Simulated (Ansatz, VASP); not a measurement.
YTl in VASP and in Ansatz

```xyz
2
Lattice="3.7003 0.0000 0.0000 0.0000 3.7003 0.0000 0.0000 0.0000 3.7003" Properties=species:S:1:pos:R:3 pbc="T T T"
Y     1.8502    1.8502    1.8502
Tl    0.0000    0.0000    0.0000
```

Change from the starting cell: volume scaled by 0.96, PAW files.

Alike in both runs: task electric field gradients; functional LDA; k mesh 11 × 11 × 11; occupations fermi-dirac, width 0.08 eV; no spin polarisation.

```csv
,VASP,Ansatz
version,VASP 6.6.1,Ansatz 0.2.0
potentials or method,"VASP PAW LDA potentials, release 64 (Y_sv, Tl_d)","PAW with Ansatz's default frozen-core files, scalar-relativistic"
plane-wave cutoff (eV),520,420
valence electrons in the cell,24,24
```

```tsv
	VASP	Ansatz	Ansatz less VASP
pressure (GPa)	-0.4	-0.5	-0.09
```

LDA's correlation is that of Perdew and Zunger in VASP and of Perdew and Wang (1992) in Ansatz.

Neither program's run includes spin-orbit coupling.
